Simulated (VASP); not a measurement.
Crystal: C.

```xyz
2
Lattice="0.0000 2.1270 3.3480 1.2280 0.0000 3.3480 1.2280 2.1270 0.0000" Properties=species:S:1:pos:R:3 pbc="T T T"
C     1.2280    0.7090    3.3480
C     1.2280    3.5450    3.3480
```

* Program: VASP 6.6.1
* Task: relaxation of cell and atoms
* Functional: PBEsol
* Potentials or basis: VASP PAW PBE potentials, release 64 (C_h)
* Cutoff: 910 eV
* k mesh: 14 × 14 × 14
* Occupations: gaussian, width 0.02 eV
* Spin: no spin polarisation

At the start: pressure 1.4 GPa; volume 8.74 Å³/atom.

Task: How do energy, volume and symmetry change on relaxing?

Result: Over 18 steps the energy falls by 2.1 meV/atom and the volume is 9.21 Å³/atom (+5.3 %); space group Fmmm (No. 69, to 0.1 Å) before and after.

Step by step:
```
step  energy change (eV)  largest force (eV/Å)  pressure (GPa)  volume (Å³)
   1              0.0000                0.0326            1.41        17.49
   2              0.0001                0.1414           -1.54        17.68
   3             -0.0004                0.0494            0.03        17.58
   4             -0.0012                0.0767           -0.29        17.69
   5             -0.0014                0.3004           -0.85        17.88
   6             -0.0015                0.2220           -0.66        17.81
   7             -0.0016                0.2136           -0.66        17.83
   8             -0.0021                0.1882           -0.54        17.88
   9             -0.0030                0.1373           -0.40        17.99
  10             -0.0040                0.0355           -0.09        18.21
  11             -0.0036                0.1680            0.56        18.64
  12             -0.0042                0.0368            0.15        18.36
  13             -0.0042                0.0145            0.07        18.38
  14             -0.0042                0.0033            0.06        18.39
  15             -0.0042                0.0189            0.00        18.41
  16             -0.0042                0.0100            0.05        18.40
  17             -0.0042                0.0130            0.03        18.41
  18             -0.0042                0.0001            0.00        18.41
```

Final structure:
```yaml
crystal:
  lattice:
    - [0.00000, 2.12918, 3.51717]
    - [1.22935, 0.00000, 3.51717]
    - [1.22935, 2.12918, 0.00000]
  atoms:
    - { symbol: C, position: [0.16672, 0.83328, 0.16672] }
    - { symbol: C, position: [0.83328, 0.16672, 0.83328] }
```

Caveat: the cutoff is under 1.25 times the usual one of these potentials, so pressure, stress and relaxed cells hold a basis-set (Pulay) error; this functional lacks dispersion, which binds the layers, so the pressure and a relaxed spacing across them are unreliable; the PAW data sets were made with another functional, which shifts forces and pressure a little.
